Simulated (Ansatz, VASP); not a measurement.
CdSe in VASP and in Ansatz

The input INCAR:

```
PREC = Accurate
ENCUT = 520
EDIFF = 1E-6
ISMEAR = -1
SIGMA = 0.02
LREAL = False
LASPH = True
NELM = 100
ALGO = Normal
ISIF = 2
LWAVE = False
LCHARG = False
GGA = PE
NBANDS = 26
```

KPOINTS

```
regular mesh
0
Gamma
  12 12 4
```

POSCAR

```
CdSe
1.0
    4.2756128119      0.0000000000      0.0000000000
   -2.1378064059      3.7027893119      0.0000000000
    0.0000000000      0.0000000000      6.9704962865
Cd Se
2 2
Direct
    0.3333333333      0.6666666667     -0.0004760039
    0.6666666667      0.3333333333      0.4995239961
    0.3333333333      0.6666666667      0.3754760039
    0.6666666667      0.3333333333      0.8754760039
```

Input for Ansatz:

```yaml
crystal:
  lattice:
    - [4.2756128119, 0.0, 0.0]
    - [-2.1378064059, 3.7027893119, 0.0]
    - [0.0, 0.0, 6.9704962865]
  atoms:
    - { symbol: Cd, position: [0.3333333333, 0.6666666667, -0.0004760039] }
    - { symbol: Cd, position: [0.6666666667, 0.3333333333, 0.4995239961] }
    - { symbol: Se, position: [0.3333333333, 0.6666666667, 0.3754760039] }
    - { symbol: Se, position: [0.6666666667, 0.3333333333, 0.8754760039] }
kpoints:
  mp_grid: { grid: [12, 12, 4] }
  band_path:
    path:
      - [0.0, 0.0, 0.0]
      - [0.5, 0.0, 0.0]
      - [0.3333333333, 0.3333333333, 0.0]
      - [0.0, 0.0, 0.5]
      - [0.5, 0.0, 0.5]
      - [0.3333333333, 0.3333333333, 0.5]
    npoints: 1
hamiltonian:
  xc: pbe
scf:
  occupations: { method: fermi_dirac, width: 0.02 }
  n_extra_bands: 5
output:
  forces: true
  stress: true
  eigenvalues: true
```

Change from the starting cell: hydrostatic strain -1.5%.

Alike in both runs: task single point; functional PBE; k mesh 12 × 12 × 4; occupations fermi-dirac, width 0.02 eV; no spin polarisation.

|  | VASP | Ansatz |
| --- | --- | --- |
| version | VASP 6.6.1 | Ansatz 0.2.0 |
| potentials or method | VASP PAW PBE potentials, release 64 (Cd, Se) | plane waves, PAW |
| plane-wave cutoff (eV) | 520 | 420 |
| valence electrons in the cell | 36 | 72 |

```csv
,VASP,Ansatz,Ansatz less VASP
pressure (GPa),4.4,4.0,-0.35
"traceless stress, the component that is largest in VASP (GPa)",0.06,0.05,-0.004
rms of the force components (eV/Å),0.003,0.002,-0.0007
```

Atom by atom the forces differ by 0.001 eV/Å (rms over components). VASP's potentials hold 36 valence electrons a cell and Ansatz's 72, so a difference there can come from the potentials and not from the codes.
